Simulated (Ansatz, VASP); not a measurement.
**Two plane-wave programs on Cu**

The input POSCAR:

```
Cu
1.0
    2.5288341104      0.0000000000      0.0000000000
   -1.2644170552      2.1900345816      0.0000000000
    0.0000000000      0.0000000000      4.1386662348
Cu
2
Direct
    0.3333333333      0.6666666667      0.2500000000
    0.6666666667      0.3333333333      0.7500000000
```

Contents of INCAR.step1:

```
SYSTEM = Cu
PREC = Accurate ; ENCUT = 520
ISMEAR = -1 ; SIGMA = 0.1
LREAL = .False. ; LASPH = .True.
NELM = 150 ; LNONCOLLINEAR = .True.
MAGMOM = 0 0 0 0 0 0 ; LSORBIT = .True.
GGA_COMPAT = .False. ; LMAXMIX = 4
NBANDS = 34 ; GGA = PE
ALGO = Normal ; EDIFF = 1E-4
LWAVE = .True. ; LCHARG = .False.
```

File INCAR.step2:

```
SYSTEM = Cu
PREC = Accurate ; ENCUT = 520
EDIFF = 1E-6 ; ISMEAR = -1
SIGMA = 0.1 ; LREAL = .False.
LASPH = .True. ; NELM = 150
ALGO = Normal ; ISIF = 2
LWAVE = .False. ; LCHARG = .False.
LNONCOLLINEAR = .True. ; MAGMOM = 0 0 0 0 0 0
LORBIT = 11 ; LSORBIT = .True.
GGA_COMPAT = .False. ; LORBMOM = .True.
LMAXMIX = 4 ; METAGGA = R2SCAN
LMIXTAU = .True. ; NBANDS = 34
ISTART = 1
```

Contents of KPOINTS:

```
regular mesh
0
Gamma
  14 14 8
  0 0 0
```

Input for Ansatz:

```yaml
crystal:
  lattice:
    - [2.5288341104, 0.0, 0.0]
    - [-1.2644170552, 2.1900345816, 0.0]
    - [0.0, 0.0, 4.1386662348]
  atoms:
    - { symbol: Cu, position: [0.3333333333, 0.6666666667, 0.25] }
    - { symbol: Cu, position: [0.6666666667, 0.3333333333, 0.75] }
hamiltonian:
  xc: r2scan
  pseudopotentials:
    kind: paw_fr
    azcp:
      Cu: "pseudopotentials/Cu.paw.azcp"
basis:
  ecutwfc: 500
  fft_grid_basis: typed
kpoints:
  mp_grid: { grid: [14, 14, 8], shift: [0, 0, 0] }
magnetization:
  noncollinear: true
  spin_orbit: true
scf:
  occupations: { method: fermi_dirac, width: 0.1 }
output:
  write_density: true
  write_potential: true
  elf: true
  volumetric_format: npy
```

Alike in both runs: task single point; functional r2SCAN; k mesh 14 × 14 × 8; occupations fermi-dirac, width 0.1 eV; non-collinear spin, spin-orbit coupling.

|  | VASP | Ansatz |
| --- | --- | --- |
| version | VASP 6.6.1 | Ansatz 0.2.0 |
| potentials or method | VASP PAW PBE potentials, release 64 (Cu), cutoff 520 eV | plane waves (500 eV) with PAW, fully relativistic with spin-orbit coupling |
| valence electrons in the cell | 22 | 38 |

```tsv
	VASP	Ansatz	Ansatz less VASP
net moment per atom (μB)	0.00	0.00	0.000
```

VASP's potentials were made for PBE, not for r2SCAN. With one functional, cell and mesh, what is left measures potentials, basis and numerics. VASP's potentials hold 22 valence electrons a cell and Ansatz's 38, so a difference there can come from the potentials and not from the codes.
